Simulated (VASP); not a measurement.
# NaIn3H2 (P6/mmm) in VASP: single point with PBE

Aim: the single point of NaIn3H2 with PBE.

Program: VASP 6.6.1. These are calculated values, not measurements. Logs are shortened: lines on timing, memory, paths and dates and some standing lists are left out, and cuts for length are marked.

## 1. The cell of the first run

It takes space group P6/mmm (No. 191, hexagonal). The conventional cell has a = 5.959 Å, b = 5.959 Å, c = 3.467 Å, α = 90.00°, β = 90.00°, γ = 120.00°. Na (site symmetry 6/mmm) has 6 H at 3.44 Å and 12 In at 3.45 Å and 2 Na at 3.47 Å within 4.5 Å. In (site symmetry mmm) has 4 H at 2.44 Å and 4 In at 2.98 Å within 3.2 Å. Within 3.2 Å of H (site symmetry -6m2) lie 6 In at 2.44 Å.

## 2. Single point, PBE

Contents of INCAR:

```
PREC = Accurate
ENCUT = 520
EDIFF = 1E-7
ISMEAR = 0
SIGMA = 0.1
LREAL = False
LASPH = True
NELM = 100
ALGO = Normal
ISIF = 2
LWAVE = False
LCHARG = False
GGA = PE
NBANDS = 33
```

Contents of KPOINTS:

```
regular mesh
0
Gamma
  3 3 6
```

Contents of POSCAR:

```
NaIn3H2
1.0
    5.9589820600      0.0000000000      0.0000000000
   -2.9794910300      5.1606298500      0.0000000000
    0.0000000000      0.0000000000      3.4671607300
Na In H
1 3 2
Direct
    0.0000000000      0.0000000000      0.0000000000
    0.5000000000      0.0000000000      0.5000000000
    0.5000000000      0.5000000000      0.5000000000
    0.0000000000      0.5000000000      0.5000000000
    0.3333333300      0.6666666700      0.0000000000
    0.6666666700      0.3333333300      0.0000000000
```

Potentials or basis: VASP PAW PBE potentials, release 64 (Na_pv, In_d, H).

Started as:

```bash
$ cat potpaw_PBE.64/Na_pv/POTCAR potpaw_PBE.64/In_d/POTCAR potpaw_PBE.64/H/POTCAR > POTCAR
$ mpirun -np 1 vasp_std > vasp.out
```

OUTCAR:

```text
PREC = Accurate
   ENCUT = 520
   EDIFF = 1E-7
   ISMEAR = 0
   LREAL = False
   LASPH = True
   NELM = 100
   ISIF = 2
   GGA = PE

 ion  position               nearest neighbor table
   1  0.000  0.000  0.000-
   2  0.500  0.000  0.500-   5 2.44   6 2.44   5 2.44   6 2.44   3 2.98   4 2.98   3 2.98   4 2.98

   3  0.500  0.500  0.500-   5 2.44   6 2.44   5 2.44   6 2.44   4 2.98   4 2.98   2 2.98   2 2.98

   4  0.000  0.500  0.500-   5 2.44   6 2.44   5 2.44   6 2.44   3 2.98   3 2.98   2 2.98   2 2.98

   5  0.333  0.667  0.000-   4 2.44   4 2.44   2 2.44   2 2.44   3 2.44   3 2.44
   6  0.667  0.333  0.000-   4 2.44   4 2.44   2 2.44   2 2.44   3 2.44   3 2.44

  LATTYP: Found a hexagonal cell.
 ALAT       =     5.9589820600
 C/A-ratio  =     0.5818377527

  Lattice vectors:

 A1 = (   5.9589820600,   0.0000000000,   0.0000000000)
 A2 = (  -2.9794910300,   5.1606298500,   0.0000000000)
 A3 = (   0.0000000000,   0.0000000000,   3.4671607300)

Analysis of symmetry for initial positions (statically):
=====================================================================
 Subroutine PRICEL returns:
 Original cell was already a primitive cell.

 Routine SETGRP: Setting up the symmetry group for a
 hexagonal supercell.

 Subroutine GETGRP returns: Found 24 space group operations
 (whereof 24 operations were pure point group operations)
 out of a pool of 24 trial point group operations.

The static configuration has the point symmetry D_6h.

Analysis of symmetry for dynamics (positions and initial velocities):
=====================================================================
 Subroutine PRICEL returns:
 Original cell was already a primitive cell.

 Routine SETGRP: Setting up the symmetry group for a
 hexagonal supercell.

 Subroutine GETGRP returns: Found 24 space group operations
 (whereof 24 operations were pure point group operations)
 out of a pool of 24 trial point group operations.

The dynamic configuration has the point symmetry D_6h.

 Subroutine INISYM returns: Found 24 space group operations
 (whereof 24 operations are pure point group operations),
 and found     1 'primitive' translations

----------------------------------------------------------------------------------------

                                     Primitive cell

  volume of cell :     106.6225

  direct lattice vectors                    reciprocal lattice vectors
     5.958982060  0.000000000  0.000000000     0.167813897  0.096887398  0.000000000
    -2.979491030  5.160629850  0.000000000     0.000000000  0.193774797  0.000000000
     0.000000000  0.000000000  3.467160730     0.000000000  0.000000000  0.288420433

  length of vectors
     5.958982060  5.958982065  3.467160730     0.193774797  0.193774797  0.288420433

  position of ions in fractional coordinates (direct lattice)
     0.000000000  0.000000000  0.000000000
     0.500000000  0.000000000  0.500000000
     0.500000000  0.500000000  0.500000000
     1.000000000  0.500000000  0.500000000
     0.333333330  0.666666670  0.000000000
     0.666666670  0.333333330  0.000000000

  ion indices of the primitive-cell ions
   primitive index   ion index
                 1           1
                 2           2
                 3           3
                 4           4
                 5           5
                 6           6

----------------------------------------------------------------------------------------

 KPOINTS: regular mesh

Automatic generation of k-mesh.
 Grid dimensions read from file:
 generate k-points for:    3    3    6

 Generating k-lattice:

  Cartesian coordinates                     Fractional coordinates (reciprocal lattice)
     0.055937966  0.032295799  0.000000000     0.333333333  0.000000000  0.000000000
     0.000000000  0.064591599  0.000000000     0.000000000  0.333333333  0.000000000
     0.000000000  0.000000000  0.048070072     0.000000000  0.000000000  0.166666667

  Length of vectors
     0.064591599  0.064591599  0.048070072

  Shift w.r.t. Gamma in fractional coordinates (k-lattice)
     0.000000000  0.000000000  0.000000000

 Subroutine IBZKPT returns following result:
 ===========================================

 Found     12 irreducible k-points:

 Following reciprocal coordinates:
            Coordinates               Weight
  0.000000  0.000000  0.000000      1.000000
  0.333333 -0.000000  0.000000      6.000000
  0.333333  0.333333  0.000000      2.000000
  0.000000  0.000000  0.166667      2.000000
  0.333333 -0.000000  0.166667     12.000000
  0.333333  0.333333  0.166667      4.000000
  0.000000  0.000000  0.333333      2.000000
  0.333333 -0.000000  0.333333     12.000000
  0.333333  0.333333  0.333333      4.000000
  0.000000  0.000000  0.500000      1.000000
  0.333333 -0.000000  0.500000      6.000000
  0.333333  0.333333  0.500000      2.000000
   k-points           NKPTS =     12   k-points in BZ     NKDIM =     12   number of bands    NBANDS=     33
   number of dos      NEDOS =    301   number of ions     NIONS =      6
   total plane-waves  NPLWV =  64512
   dimension x,y,z NGX =    48 NGY =   48 NGZ =   28
   dimension x,y,z NGXF=    96 NGYF=   96 NGZF=   56
   ions per type =               1   3   2
   NGX,Y,Z   is equivalent  to a cutoff of  13.39, 13.39, 13.43 a.u.
   NGXF,Y,Z  is equivalent  to a cutoff of  26.78, 26.78, 26.85 a.u.
 SYSTEM =  unknown system
   PREC   = accura    normal or accurate (medium, high low for compatibility)
   ISTART =      0    job   : 0-new  1-cont  2-samecut
   ICHARG =      2    charge: 1-file 2-atom 10-const
   ISPIN  =      1    spin polarized calculation?
   LNONCOLLINEAR =      F non collinear calculations
   LSORBIT =      F    spin-orbit coupling
   LASPH  =      T    aspherical Exc in radial PAW
   ENCUT  =  520.0 eV  38.22 Ry    6.18 a.u.  11.08 11.08  6.45*2*pi/ulx,y,z
   NELM   =    100;   NELMIN=  2; NELMDL= -5     # of ELM steps
   EDIFF  = 0.1E-06   stopping-criterion for ELM
   LREAL  =      F    real-space projection
   EDIFFG = 0.1E-05   stopping-criterion for IOM
   NSW    =      0    number of steps for IOM
   IBRION =     -1    ionic relax: 0-MD 1-quasi-New 2-CG
   NFREE  =      0    steps in history (QN), initial steepest desc. (CG)
   ISIF   =      2    stress and relaxation
   ISYM   =      2    0-nonsym 1-usesym 2-fastsym
   POTIM  = 0.5000    time-step for ionic-motion
   TEBEG  =    0.0;   TEEND  =   0.0 temperature during run
   PSTRESS=    0.0 pullay stress
   NELECT =      48.0000    total number of electrons
   NUPDOWN=      -1.0000    fix difference up-down
   EMIN   =  10.00;   EMAX   =-10.00  energy-range for DOS
   EFERMI =   0.00;   METHOD = LEGACY
   ISMEAR =     0;   SIGMA  =   0.10  broadening in eV -4-tet -1-fermi 0-gaus
   EFERMI_NEDOS =   21; number of points for ismear=-14 and -15
   IALGO  =     38    algorithm
   IMIX   =      4    mixing-type and parameters
     AMIX     =   0.40;   BMIX     =  1.00
     AMIX_MAG =   1.60;   BMIX_MAG =  1.00
  volume/ion in A,a.u.               =      17.77       119.92
  Fermi-wavevector in a.u.,A,eV,Ry     =   1.254697  2.371034 21.419182  1.574266
  Thomas-Fermi vector in A             =   2.388490
   LORBIT       =      0    0 simple, 1 ext, 2 COOP (PROOUT), +10 PAW based schemes
   GGA     = PE    functional components
   LHFCALC =     F    Hartree Fock is set to
   AEXX    =    0.0000 exact exchange contribution
   IVDW    =     0    specifies the selected vdW correction
   LEPSILON=     F    determine dielectric tensor
   LRPA    =     F    only Hartree local field effects (RPA)
 non-spin polarized calculation
 Gauss-broadening in eV      SIGMA  =   0.10
  energy-cutoff  :      520.00
  volume of cell :      106.62
 maximum number of plane-waves:      2899
 NGX is ok and might be reduce to    48
   NGX = 23   NGY = 23   NGZ = 13

 number of electron      48.0000009 magnetization

 Free energy of the ion-electron system (eV)
  ---------------------------------------------------
  ext. energy  EPLUGINS =         0.00000000
  ---------------------------------------------------
  free energy    TOTEN  =       -13.57632660 eV

  energy without entropy =      -13.55693130  energy(sigma->0) =      -13.56662895

 E-fermi :   6.2310     XC(G=0):  -9.7535

 val. band max:        6.1607222782   @ k =   0.3333  -0.0000   0.1667
 cond. band min:       6.2532346161   @ k =   0.3333  -0.0000   0.0000
 fundamental gap:      0.0925123379
 Fermi energy:         6.2309898060

 k-point     1 :       0.0000    0.0000    0.0000
  band No.  band energies     occupation
      1     -18.6095      2.00000
      2     -18.6095      2.00000
      3     -18.5816      2.00000
      4      -9.0824      2.00000
      5      -8.9041      2.00000
      6      -8.9041      2.00000
[... 25 lines left out ...]
     32      14.2925      0.00000
     33      14.2934      0.00000

 k-point     2 :       0.3333   -0.0000    0.0000
  band No.  band energies     occupation
      1     -18.6098      2.00000
      2     -18.6096      2.00000
      3     -18.5817      2.00000
      4      -8.9648      2.00000
      5      -8.8290      2.00000
      6      -8.7253      2.00000
[... 25 lines left out ...]
     32      13.9918      0.00000
     33      14.6798      0.00000

 k-point     3 :       0.3333    0.3333    0.0000
  band No.  band energies     occupation
      1     -18.6099      2.00000
      2     -18.6098      2.00000
      3     -18.5817      2.00000
      4      -8.7843      2.00000
      5      -8.7670      2.00000
      6      -8.7670      2.00000
[... 25 lines left out ...]
     32      12.6664      0.00000
     33      13.4063      0.00000

 k-point     4 :       0.0000    0.0000    0.1667
  band No.  band energies     occupation
      1     -18.6083      2.00000
      2     -18.6083      2.00000
      3     -18.5921      2.00000
      4      -9.0681      2.00000
      5      -8.8958      2.00000
      6      -8.8958      2.00000
[... 25 lines left out ...]
     32      13.9755      0.00000
     33      14.3357      0.00000

 k-point     5 :       0.3333   -0.0000    0.1667
  band No.  band energies     occupation
      1     -18.6086      2.00000
      2     -18.6084      2.00000
      3     -18.5921      2.00000
      4      -8.9504      2.00000
      5      -8.8190      2.00000
      6      -8.7130      2.00000
[... 25 lines left out ...]
     32      13.2469      0.00000
     33      14.5693      0.00000

 k-point     6 :       0.3333    0.3333    0.1667
  band No.  band energies     occupation
      1     -18.6086      2.00000
      2     -18.6086      2.00000
      3     -18.5921      2.00000
      4      -8.7805      2.00000
      5      -8.7415      2.00000
      6      -8.7415      2.00000
[... 25 lines left out ...]
     32      12.7883      0.00000
     33      12.9853      0.00000

 k-point     7 :       0.0000    0.0000    0.3333
  band No.  band energies     occupation
      1     -18.6130      2.00000
      2     -18.6060      2.00000
      3     -18.6060      2.00000
      4      -9.0409      2.00000
      5      -8.8815      2.00000
      6      -8.8815      2.00000
[... 25 lines left out ...]
     32      11.2878      0.00000
     33      15.3122      0.00000

 k-point     8 :       0.3333   -0.0000    0.3333
  band No.  band energies     occupation
      1     -18.6129      2.00000
      2     -18.6061      2.00000
      3     -18.6060      2.00000
      4      -8.9256      2.00000
      5      -8.8014      2.00000
      6      -8.7604      2.00000
[... 25 lines left out ...]
     32      11.6715      0.00000
     33      12.8669      0.00000

 k-point     9 :       0.3333    0.3333    0.3333
  band No.  band energies     occupation
      1     -18.6128      2.00000
      2     -18.6061      2.00000
      3     -18.6061      2.00000
      4      -8.7729      2.00000
      5      -8.7045      2.00000
      6      -8.7045      2.00000
[... 25 lines left out ...]
     32      12.3294      0.00000
     33      12.5994      0.00000

 k-point    10 :       0.0000    0.0000    0.5000
  band No.  band energies     occupation
      1     -18.6234      2.00000
      2     -18.6049      2.00000
      3     -18.6049      2.00000
      4      -9.0279      2.00000
      5      -8.8965      2.00000
      6      -8.8751      2.00000
[... 25 lines left out ...]
     32      10.0358      0.00000
     33      15.7003      0.00000

 k-point    11 :       0.3333   -0.0000    0.5000
  band No.  band energies     occupation
      1     -18.6232      2.00000
      2     -18.6048      2.00000
      3     -18.6048      2.00000
      4      -8.9146      2.00000
      5      -8.8064      2.00000
      6      -8.7930      2.00000
[... 25 lines left out ...]
     32      11.7681      0.00000
     33      12.4800      0.00000

 k-point    12 :       0.3333    0.3333    0.5000
  band No.  band energies     occupation
      1     -18.6231      2.00000
      2     -18.6048      2.00000
      3     -18.6048      2.00000
      4      -8.7689      2.00000
      5      -8.6897      2.00000
      6      -8.6897      2.00000
[... 25 lines left out ...]
     32      13.2003      0.00000
     33      13.6609      0.00000

------------------------ aborting loop because EDIFF is reached ----------------------------------------

  FORCE on cell =-STRESS in cart. coord.  units (eV):
  Direction    XX          YY          ZZ          XY          YZ          ZX
  --------------------------------------------------------------------------------------
  -------------------------------------------------------------------------------------
  Total        4.1614324      4.1614325      3.4647708      0.0000000     -0.0000000      0.0000000
  in kB       62.5323382     62.5323383     52.0638553      0.0000000     -0.0000000      0.0000000
  external PRESSURE =      59.0428439 kB  Pullay stress =       0.0000000 kB

 VOLUME and BASIS-vectors are now :
 -----------------------------------------------------------------------------
  energy-cutoff  :      520.00
  volume of cell :      106.62
      direct lattice vectors                 reciprocal lattice vectors
     5.958982060  0.000000000  0.000000000     0.167813897  0.096887398  0.000000000
    -2.979491030  5.160629850  0.000000000     0.000000000  0.193774797  0.000000000
     0.000000000  0.000000000  3.467160730     0.000000000  0.000000000  0.288420433

 POSITION                                       TOTAL-FORCE (eV/Angst)
 -----------------------------------------------------------------------------------
      0.00000      0.00000      0.00000        -0.000000      0.000000      0.000000
      2.97949      0.00000      1.73358        -0.000000      0.000000      0.000000
      1.48975      2.58031      1.73358        -0.000000      0.000000      0.000000
     -1.48975      2.58031      1.73358        -0.000000      0.000000      0.000000
     -0.00000      3.44042      0.00000        -0.000000     -0.000000      0.000000
      2.97949      1.72021      0.00000         0.000000      0.000000      0.000000
 -----------------------------------------------------------------------------------
    total drift:                                0.000000      0.000000     -0.000000

  FREE ENERGIE OF THE ION-ELECTRON SYSTEM (eV)
  ---------------------------------------------------
  free  energy   TOTEN  =       -13.5763265964 eV

  energy  without entropy=      -13.5569313035  energy(sigma->0) =      -13.56662895
```

It took 58 s on 1 thread of Intel Xeon Platinum 8488C (Sapphire Rapids), shared host; peak memory 0.24 GiB.

Results:

* Free energy: -13.5763 eV
* Pressure: 5.9 GPa
* Band gap on the k mesh: zero (band 24 reaches 6.61 eV, above the bottom of band 25 at 4.88 eV)

Caveat: the k points lie up to 0.41 Å⁻¹ apart; spin-orbit coupling is left out, which moves the levels of the heavy elements.
